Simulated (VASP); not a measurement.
Write the native input for VASP 6.6.1 that does the following.

```
Task                   : relaxation of cell and atoms
Functional             : PBE
Potentials or basis    : VASP PAW PBE potentials, release 64 (Si, C)
Cutoff                 : 600 eV
k mesh                 : 6 × 6 × 4
Occupations            : gaussian, width 0.1 eV
Spin                   : no spin polarisation
Dipole correction      : no
Further INCAR settings : ALGO = Normal; EDIFF = 1e-07; IBRION = 2; EDIFFG = -0.04; NSW = 90; ISIF = 3
```

The structure of Si2C lies in POSCAR:

```
Si2C
1.0
    3.1481646600      0.0000000000      0.0000000000
    0.0000000000      3.1481646600      0.0000000000
    0.0000000000      0.0000000000      5.1170388000
Si C
2 1
Direct
    0.5000000000      0.0000000000      0.5000000000
    0.0000000000      0.5000000000      0.5000000000
    0.0000000000      0.0000000000      0.0000000000
```

The cell was built from a structure type or drawn by symmetry, and may not be a known phase.

The input as run:

INCAR

```
SYSTEM = Si2C
PREC = Accurate
ENCUT = 600
EDIFF = 1E-7
ISMEAR = 0
SIGMA = 0.1
LREAL = .FALSE.
LASPH = .TRUE.
NELM = 60
ALGO = Normal
ISIF = 3
LWAVE = .FALSE.
LCHARG = .FALSE.
GGA = PE
IBRION = 2
NSW = 90
EDIFFG = -0.04
```

KPOINTS

```
Automatic mesh
0
G
  6 6 4
  0 0 0
```

Potentials or basis: VASP PAW PBE potentials, release 64 (Si, C).

Run with:

```bash
$ cat potpaw_PBE.64/Si/POTCAR potpaw_PBE.64/C/POTCAR > POTCAR
$ mpirun -np 1 vasp_std > vasp.out
```

Results of the run:

The relaxed volume is 11.94 Å³/atom and the relaxed cell is a = 3.427 Å, b = 3.427 Å, c = 3.048 Å, α = 90.00°, β = 90.00°, γ = 90.00°. The space group after relaxing (to 0.1 Å) is P4/mmm (No. 123) and the energy gained by relaxing is 1409.5 meV/atom. The ionic steps are 13. The pressure after relaxing is -0.2 GPa and the band gap on the k mesh is zero (bands 6 and 7 overlap by 7.00 eV).

Caveat: the volume moved by over 15 % at a fixed basis, so the end points are rough.

Wall time 70 s on 1 thread of Intel(R) Xeon(R) 6975P-C (Granite Rapids) (shared host), peak memory 0.18 GiB.
